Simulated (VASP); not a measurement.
# Si2W (P6_222) in VASP: a series of runs

Runs on Si2W. Level: PBE. Tasks: single point.

Program: VASP 6.6.1. These are calculated values, not measurements. Logs are shortened: lines on timing, memory, paths and dates and some standing lists are left out, and cuts for length are marked.

### Step 1. The cell of the first run

Symmetry: P6_222, No. 180, hexagonal system. Conventional cell: a = 4.744 Å, b = 4.744 Å, c = 6.287 Å, α = 90.00°, β = 90.00°, γ = 120.00°. Si (site symmetry 2) has 5 W at 2.46 to 2.83 Å and 7 Si at 2.58 to 3.10 Å within 3.2 Å. W (site symmetry 222) has 10 Si at 2.46 to 2.83 Å and 4 W at 3.17 Å within 3.2 Å.

### Step 2. Single point, PBE

INCAR reads:

```
PREC = Accurate ; ENCUT = 520
EDIFF = 1E-7 ; ISMEAR = 0
SIGMA = 0.03 ; LREAL = False
LASPH = True ; NELM = 60
ALGO = Normal ; ISIF = 2
LWAVE = False ; LCHARG = False
GGA = PE ; NBANDS = 43
```

KPOINTS reads:

```
Automatic mesh
0
Gamma
  9 9 6
```

POSCAR reads:

```
Si2W
1.0
    4.7444861815      0.0000000000      0.0000000000
   -2.3722430908      4.1088455611      0.0000000000
    0.0000000000      0.0000000000      6.2873930878
Si W
6 3
Direct
    0.8113193831      0.6226387663      0.5000000000
    0.1886806169      0.8113193831      0.8333333333
    0.6226387663      0.8113193831      0.1666666667
    0.1886806169      0.3773612337      0.5000000000
    0.8113193831      0.1886806169      0.8333333333
    0.3773612337      0.1886806169      0.1666666667
    0.0000000000      0.5000000000      0.1666666667
    0.5000000000      0.5000000000      0.8333333333
    0.5000000000      0.0000000000      0.5000000000
```

Potentials or basis: VASP PAW PBE potentials, release 64 (Si, W_sv).

Started as:

```bash
cat potpaw_PBE.64/Si/POTCAR potpaw_PBE.64/W_sv/POTCAR > POTCAR
mpirun -np 1 vasp_std > vasp.out
```

OUTCAR:

```text
PREC = Accurate
   ENCUT = 520
   EDIFF = 1E-7
   ISMEAR = 0
   LREAL = False
   LASPH = True
   NELM = 60
   ISIF = 2
   GGA = PE

 ion  position               nearest neighbor table
   1  0.811  0.623  0.500-   8 2.46   7 2.46   9 2.56   4 2.58   4 2.58   3 2.61   2 2.61   9 2.83
                             9 2.83   6 2.94   5 2.94   4 3.10
   2  0.189  0.811  0.833-   9 2.46   7 2.46   8 2.56   5 2.58   5 2.58   1 2.61   6 2.61   8 2.83
                             8 2.83   4 2.94   3 2.94   5 3.10
   3  0.623  0.811  0.167-   9 2.46   8 2.46   7 2.56   6 2.58   6 2.58   1 2.61   5 2.61   7 2.83
                             7 2.83   4 2.94   2 2.94   6 3.10
   4  0.189  0.377  0.500-   8 2.46   7 2.46   9 2.56   1 2.58   1 2.58   6 2.61   5 2.61   9 2.83
                             9 2.83   3 2.94   2 2.94   1 3.10
   5  0.811  0.189  0.833-   9 2.46   7 2.46   8 2.56   2 2.58   2 2.58   4 2.61   3 2.61   8 2.83
                             8 2.83   1 2.94   6 2.94   2 3.10
   6  0.377  0.189  0.167-   9 2.46   8 2.46   7 2.56   3 2.58   3 2.58   4 2.61   2 2.61   7 2.83
                             7 2.83   1 2.94   5 2.94   3 3.10
   7  0.000  0.500  0.167-   1 2.46   4 2.46   2 2.46   5 2.46   3 2.56   6 2.56   6 2.83   3 2.83
                             3 2.83   6 2.83   9 3.17   9 3.17   8 3.17   8 3.17
   8  0.500  0.500  0.833-   1 2.46   4 2.46   3 2.46   6 2.46   5 2.56   2 2.56   2 2.83   5 2.83
                             2 2.83   5 2.83   9 3.17   9 3.17   7 3.17   7 3.17
   9  0.500  0.000  0.500-   2 2.46   5 2.46   3 2.46   6 2.46   1 2.56   4 2.56   4 2.83   1 2.83
                             4 2.83   1 2.83   7 3.17   7 3.17   8 3.17   8 3.17

  LATTYP: Found a hexagonal cell.
 ALAT       =     4.7444861815
 C/A-ratio  =     1.3252000000

  Lattice vectors:

 A1 = (   4.7444861815,   0.0000000000,   0.0000000000)
 A2 = (  -2.3722430908,   4.1088455611,   0.0000000000)
 A3 = (   0.0000000000,   0.0000000000,   6.2873930878)

Analysis of symmetry for initial positions (statically):
=====================================================================
 Subroutine PRICEL returns:
 Original cell was already a primitive cell.

 Routine SETGRP: Setting up the symmetry group for a
 hexagonal supercell.

 Subroutine GETGRP returns: Found 12 space group operations
 (whereof  4 operations were pure point group operations)
 out of a pool of 24 trial point group operations.

The static configuration has the point symmetry D_2 .
 The point group associated with its full space group is D_6 .

Analysis of symmetry for dynamics (positions and initial velocities):
=====================================================================
 Subroutine PRICEL returns:
 Original cell was already a primitive cell.

 Routine SETGRP: Setting up the symmetry group for a
 hexagonal supercell.

 Subroutine GETGRP returns: Found 12 space group operations
 (whereof  4 operations were pure point group operations)
 out of a pool of 24 trial point group operations.

The dynamic configuration has the point symmetry D_2 .
 The point group associated with its full space group is D_6 .

 Subroutine INISYM returns: Found 12 space group operations
 (whereof  4 operations are pure point group operations),
 and found     1 'primitive' translations

----------------------------------------------------------------------------------------

                                     Primitive cell

  volume of cell :     122.5687

  direct lattice vectors                    reciprocal lattice vectors
     4.744486182  0.000000000  0.000000000     0.210770980  0.121688682  0.000000000
    -2.372243091  4.108845561  0.000000000     0.000000000  0.243377364  0.000000000
     0.000000000  0.000000000  6.287393088     0.000000000  0.000000000  0.159048430

  length of vectors
     4.744486182  4.744486182  6.287393088     0.243377364  0.243377364  0.159048430

  position of ions in fractional coordinates (direct lattice)
     0.811319383  0.622638766  0.500000000
     0.188680617  0.811319383  0.833333333
     0.622638766  0.811319383  0.166666667
     0.188680617  0.377361234  0.500000000
     0.811319383  0.188680617  0.833333333
     0.377361234  0.188680617  0.166666667
     0.000000000  0.500000000  0.166666667
     0.500000000  0.500000000  0.833333333
     0.500000000  0.000000000  0.500000000

  ion indices of the primitive-cell ions
   primitive index   ion index
                 1           1
                 2           2
                 3           3
                 4           4
                 5           5
                 6           6
                 7           7
                 8           8
                 9           9

----------------------------------------------------------------------------------------

 KPOINTS: Automatic mesh

Automatic generation of k-mesh.
 Grid dimensions read from file:
 generate k-points for:    9    9    6

 Generating k-lattice:

  Cartesian coordinates                     Fractional coordinates (reciprocal lattice)
     0.023418998  0.013520965  0.000000000     0.111111111 -0.000000000  0.000000000
     0.000000000  0.027041929  0.000000000     0.000000000  0.111111111  0.000000000
     0.000000000  0.000000000  0.026508072     0.000000000  0.000000000  0.166666667

  Length of vectors
     0.027041929  0.027041929  0.026508072

  Shift w.r.t. Gamma in fractional coordinates (k-lattice)
     0.000000000  0.000000000  0.000000000

 Subroutine IBZKPT returns following result:
 ===========================================

 Found     48 irreducible k-points:

 Following reciprocal coordinates:
            Coordinates               Weight
  0.000000  0.000000  0.000000      1.000000
  0.111111 -0.000000  0.000000      6.000000
  0.222222  0.000000  0.000000      6.000000
  0.333333  0.000000  0.000000      6.000000
  0.444444  0.000000  0.000000      6.000000
  0.111111  0.111111  0.000000      6.000000
[... 16 lines left out ...]
  0.333333  0.222222  0.166667     24.000000
  0.333333  0.333333  0.166667      4.000000
 [... further k-points ...]
   k-points           NKPTS =     48   k-points in BZ     NKDIM =     48   number of bands    NBANDS=     43
   number of dos      NEDOS =    301   number of ions     NIONS =      9
   total plane-waves  NPLWV =  62208
   dimension x,y,z NGX =    36 NGY =   36 NGZ =   48
   dimension x,y,z NGXF=    72 NGYF=   72 NGZF=   96
   ions per type =               6   3
   NGX,Y,Z   is equivalent  to a cutoff of  12.61, 12.61, 12.69 a.u.
   NGXF,Y,Z  is equivalent  to a cutoff of  25.23, 25.23, 25.38 a.u.
 SYSTEM =  unknown system
   PREC   = accura    normal or accurate (medium, high low for compatibility)
   ISTART =      0    job   : 0-new  1-cont  2-samecut
   ICHARG =      2    charge: 1-file 2-atom 10-const
   ISPIN  =      1    spin polarized calculation?
   LNONCOLLINEAR =      F non collinear calculations
   LSORBIT =      F    spin-orbit coupling
   LASPH  =      T    aspherical Exc in radial PAW
   ENCUT  =  520.0 eV  38.22 Ry    6.18 a.u.   8.82  8.82 11.69*2*pi/ulx,y,z
   NELM   =     60;   NELMIN=  2; NELMDL= -5     # of ELM steps
   EDIFF  = 0.1E-06   stopping-criterion for ELM
   LREAL  =      F    real-space projection
   EDIFFG = 0.1E-05   stopping-criterion for IOM
   NSW    =      0    number of steps for IOM
   IBRION =     -1    ionic relax: 0-MD 1-quasi-New 2-CG
   NFREE  =      0    steps in history (QN), initial steepest desc. (CG)
   ISIF   =      2    stress and relaxation
   ISYM   =      2    0-nonsym 1-usesym 2-fastsym
   POTIM  = 0.5000    time-step for ionic-motion
   TEBEG  =    0.0;   TEEND  =   0.0 temperature during run
   PSTRESS=    0.0 pullay stress
   NELECT =      66.0000    total number of electrons
   NUPDOWN=      -1.0000    fix difference up-down
   EMIN   =  10.00;   EMAX   =-10.00  energy-range for DOS
   EFERMI =   0.00;   METHOD = LEGACY
   ISMEAR =     0;   SIGMA  =   0.03  broadening in eV -4-tet -1-fermi 0-gaus
   EFERMI_NEDOS =   21; number of points for ismear=-14 and -15
   IALGO  =     38    algorithm
   IMIX   =      4    mixing-type and parameters
     AMIX     =   0.40;   BMIX     =  1.00
     AMIX_MAG =   1.60;   BMIX_MAG =  1.00
  volume/ion in A,a.u.               =      13.62        91.90
  Fermi-wavevector in a.u.,A,eV,Ry     =   1.331873  2.516876 24.135194  1.773887
  Thomas-Fermi vector in A             =   2.460851
   LORBIT       =      0    0 simple, 1 ext, 2 COOP (PROOUT), +10 PAW based schemes
   GGA     = PE    functional components
   LHFCALC =     F    Hartree Fock is set to
   AEXX    =    0.0000 exact exchange contribution
   IVDW    =     0    specifies the selected vdW correction
   LEPSILON=     F    determine dielectric tensor
   LRPA    =     F    only Hartree local field effects (RPA)
 non-spin polarized calculation
 Gauss-broadening in eV      SIGMA  =   0.03
  energy-cutoff  :      520.00
  volume of cell :      122.57
 maximum number of plane-waves:      3327
 NGX is ok and might be reduce to    36
   NGX = 17   NGY = 17   NGZ = 23

 number of electron      65.9999994 magnetization

 Free energy of the ion-electron system (eV)
  ---------------------------------------------------
  ext. energy  EPLUGINS =         0.00000000
  ---------------------------------------------------
  free energy    TOTEN  =       -71.58999133 eV

  energy without entropy =      -71.58925390  energy(sigma->0) =      -71.58962262

 E-fermi :  12.4712     XC(G=0): -12.4361

 val. band max:       12.4523036193   @ k =   0.3333   0.2222   0.5000
 cond. band min:      12.4811807864   @ k =   0.3333   0.0000   0.3333
 fundamental gap:      0.0288771671
 Fermi energy:        12.4712014870

 k-point     1 :       0.0000    0.0000    0.0000
  band No.  band energies     occupation
      1     -61.9166      2.00000
      2     -61.9023      2.00000
      3     -61.9023      2.00000
      4     -26.4114      2.00000
      5     -26.3843      2.00000
      6     -26.3843      2.00000
[... 35 lines left out ...]
     42      15.3088      0.00000
     43      15.8598      0.00000

 k-point     2 :       0.1111   -0.0000    0.0000
  band No.  band energies     occupation
      1     -61.9162      2.00000
      2     -61.9027      2.00000
      3     -61.9023      2.00000
      4     -26.4177      2.00000
      5     -26.3862      2.00000
      6     -26.3791      2.00000
[... 35 lines left out ...]
     42      15.6414      0.00000
     43      15.7908      0.00000

 k-point     3 :       0.2222    0.0000    0.0000
  band No.  band energies     occupation
      1     -61.9152      2.00000
      2     -61.9038      2.00000
      3     -61.9024      2.00000
      4     -26.4282      2.00000
      5     -26.3909      2.00000
      6     -26.3715      2.00000
[... 35 lines left out ...]
     42      15.6676      0.00000
     43      16.0066      0.00000

 k-point     4 :       0.3333    0.0000    0.0000
  band No.  band energies     occupation
      1     -61.9136      2.00000
      2     -61.9053      2.00000
      3     -61.9023      2.00000
      4     -26.4365      2.00000
      5     -26.3961      2.00000
      6     -26.3668      2.00000
[... 863 lines left out ...]
     42      15.3559      0.00000
     43      15.9564      0.00000

 k-point    23 :       0.3333    0.2222    0.1667
  band No.  band energies     occupation
      1     -61.9113      2.00000
      2     -61.9074      2.00000
      3     -61.9025      2.00000
      4     -26.4358      2.00000
      5     -26.4151      2.00000
      6     -26.3540      2.00000
[... 35 lines left out ...]
     42      15.2782      0.00000
     43      15.5255      0.00000

 k-point    24 :       0.3333    0.3333    0.1667
  band No.  band energies     occupation
      1     -61.9107      2.00000
      2     -61.9079      2.00000
      3     -61.9027      2.00000
      4     -26.4365      2.00000
      5     -26.4156      2.00000
      6     -26.3568      2.00000
[... 35 lines left out ...]
     42      15.2050      0.00000
     43      15.5894      0.00000

 [... further k-points ...]
[... 5 lines left out ...]
  --------------------------------------------------------------------------------------
  -------------------------------------------------------------------------------------
  Total        1.9755741      1.9755741     19.0662452     -0.0000000     -0.0000000      0.0000000
  in kB       25.8240456     25.8240456    249.2276024     -0.0000000     -0.0000000      0.0000000
  external PRESSURE =     100.2918979 kB  Pullay stress =       0.0000000 kB

 VOLUME and BASIS-vectors are now :
 -----------------------------------------------------------------------------
  energy-cutoff  :      520.00
  volume of cell :      122.57
      direct lattice vectors                 reciprocal lattice vectors
     4.744486182  0.000000000  0.000000000     0.210770980  0.121688682  0.000000000
    -2.372243091  4.108845561  0.000000000     0.000000000  0.243377364  0.000000000
     0.000000000  0.000000000  6.287393088     0.000000000  0.000000000  0.159048430

 POSITION                                       TOTAL-FORCE (eV/Angst)
 -----------------------------------------------------------------------------------
      2.37224      2.55833      3.14370        -0.000000      2.543760     -0.000000
     -1.02945      3.33359      5.23949        -2.202961      1.271880     -0.000000
      1.02945      3.33359      1.04790         2.202961      1.271880     -0.000000
      0.00000      1.55052      3.14370         0.000000     -2.543760     -0.000000
      3.40170      0.77526      5.23949         2.202961     -1.271880     -0.000000
      1.34279      0.77526      1.04790        -2.202961     -1.271880     -0.000000
     -1.18612      2.05442      1.04790        -0.000000     -0.000000      0.000000
      1.18612      2.05442      5.23949        -0.000000     -0.000000     -0.000000
      2.37224      0.00000      3.14370        -0.000000     -0.000000      0.000000
 -----------------------------------------------------------------------------------
    total drift:                               -0.000000      0.000000      0.000000

  FREE ENERGIE OF THE ION-ELECTRON SYSTEM (eV)
  ---------------------------------------------------
  free  energy   TOTEN  =       -71.5899913329 eV

  energy  without entropy=      -71.5892539022  energy(sigma->0) =      -71.58962262
```

It took 2 min on 1 thread of Intel Xeon 6975P-C (Granite Rapids), shared host; peak memory 0.35 GiB.

What came out:

```yaml
Free_energy: -71.5900 eV
Pressure: 10.0 GPa
Largest_force: 2.544 eV/Å
Band_gap_on_the_k_mesh: zero (bands 33 and 34 overlap by 0.05 eV)
```

Forces in eV/Å, atoms in the order of the input:
```
Si   0.000  2.544  0.000
Si  -2.203  1.272  0.000
Si   2.203  1.272  0.000
Si   0.000 -2.544  0.000
Si   2.203 -1.272  0.000
Si  -2.203 -1.272  0.000
W    0.000  0.000  0.000
W    0.000  0.000  0.000
W    0.000  0.000  0.000
```

Caveat: the cell stands under pressure; spin-orbit coupling is left out, which moves the levels of the heavy elements; forces of over 1 eV/Å act on the atoms, so gaps and moduli don't describe the material at rest.

### Step 3. Single point, PBE

INCAR reads:

```
SYSTEM = Si2W
ALGO = Normal ; EDIFF = 1E-6
ENCUT = 520 ; GGA = PE
ISIF = 2 ; ISMEAR = 0
LASPH = .True. ; LCHARG = .True.
LELF = .True. ; LREAL = .False.
LVHAR = .True. ; LWAVE = .False.
NBANDS = 43 ; NELM = 100
PREC = Accurate ; SIGMA = 0.03
```

KPOINTS reads:

```
k-points
0
Gamma
  9 9 6
  0 0 0
```

POSCAR reads:

```
Si2W
1.0
    4.7444861815      0.0000000000      0.0000000000
   -2.3722430908      4.1088455611      0.0000000000
    0.0000000000      0.0000000000      6.2873930878
Si W
6 3
Direct
    0.8613670885      0.7227341769      0.5000000000
    0.1386329115      0.8613670885      0.8333333333
    0.7227341769      0.8613670885      0.1666666667
    0.1386329115      0.2772658231      0.5000000000
    0.8613670885      0.1386329115      0.8333333333
    0.2772658231      0.1386329115      0.1666666667
    0.0000000000      0.5000000000      0.1666666667
    0.5000000000      0.5000000000      0.8333333333
    0.5000000000      0.0000000000      0.5000000000
```

Potentials or basis: VASP PAW PBE potentials, release 64 (Si, W_sv).

Started as:

```bash
cat potpaw_PBE.64/Si/POTCAR potpaw_PBE.64/W_sv/POTCAR > POTCAR
mpirun -np 1 vasp_std > vasp.out
```

Wall time 1.8 min (1 thread of Intel Xeon 6975P-C (Granite Rapids), shared host); peak memory 0.35 GiB.

It converged, with:

```
Free energy            : -71.3731 eV
Pressure               : 7.7 GPa
Largest force          : 3.735 eV/Å
Band gap on the k mesh : zero (bands 33 and 34 overlap by 0.81 eV)
```

Forces on the atoms (eV/Å):
```
Si   0.000 -3.735  0.000
Si   3.234 -1.867  0.000
Si  -3.234 -1.867  0.000
Si   0.000  3.735  0.000
Si  -3.234  1.867  0.000
Si   3.234  1.867  0.000
W    0.000  0.000  0.000
W    0.000  0.000  0.000
W    0.000  0.000  0.000
```

Stress tensor (GPa, compression positive):
```
 3.19  0.00  0.00
 0.00  3.19  0.00
 0.00  0.00 16.74
```

Levels at points of the mesh, in eV from the Fermi level:
```csv
k point,band 29,band 30,band 31,band 32,band 33,band 34,band 35,band 36,band 37,band 38
"(0.00, 0.00, 0.00)",-3.24,-2.82,-2.82,-1.61,-0.04,1.08,1.08,1.69,2.19,2.55
"(0.00, 0.00, 0.50)",-2.97,-2.23,-2.23,0.11,0.11,1.73,1.73,1.76,1.76,2.31
```

Caveat: the cell stands under pressure; spin-orbit coupling is left out, which moves the levels of the heavy elements; forces of over 1 eV/Å act on the atoms, so gaps and moduli don't describe the material at rest.
